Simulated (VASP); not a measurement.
CuGe, 4 atoms in the cell. Symmetry: Fd-3m, No. 227, cubic system. The conventional cell has a = 6.284 Å, b = 6.284 Å, c = 6.284 Å, α = 90.00°, β = 90.00°, γ = 90.00°. Cu (site symmetry -43m) has 4 Cu at 2.72 Å and 10 Ge at 2.72 to 3.14 Å within 3.6 Å. Within 3.6 Å of Ge (site symmetry -43m) lie 4 Ge at 2.72 Å and 10 Cu at 2.72 to 3.14 Å. 

* Program: VASP 6.6.1
* Task: relaxation of cell and atoms
* Functional: PBE
* Potentials or basis: VASP PAW PBE potentials, release 64 (Cu, Ge_d)
* Cutoff: 600 eV
* k mesh: 12 × 12 × 12
* Occupations: gaussian, width 0.1 eV
* Spin: no spin polarisation
* Dipole correction: no
* Further INCAR settings: ALGO = Normal; EDIFF = 1e-07; IBRION = 2; EDIFFG = -0.01; NSW = 100; ISIF = 3

Potentials or basis: VASP PAW PBE potentials, release 64 (Cu, Ge_d).

The run is started by

```bash
$ cat potpaw_PBE.64/Cu/POTCAR potpaw_PBE.64/Ge_d/POTCAR > POTCAR
$ mpirun -np 1 vasp_std > vasp.out
```

Hardware: 1 thread of Intel(R) Xeon(R) Platinum 8488C (Sapphire Rapids), on a shared host.

Question: How long does it take, and how much memory?

Answer: It took 3.6 min on 1 thread of Intel(R) Xeon(R) Platinum 8488C (Sapphire Rapids), on a shared host, peak memory 0.3 GiB. Counts: scf iterations 16, k points 72, ion steps 1.
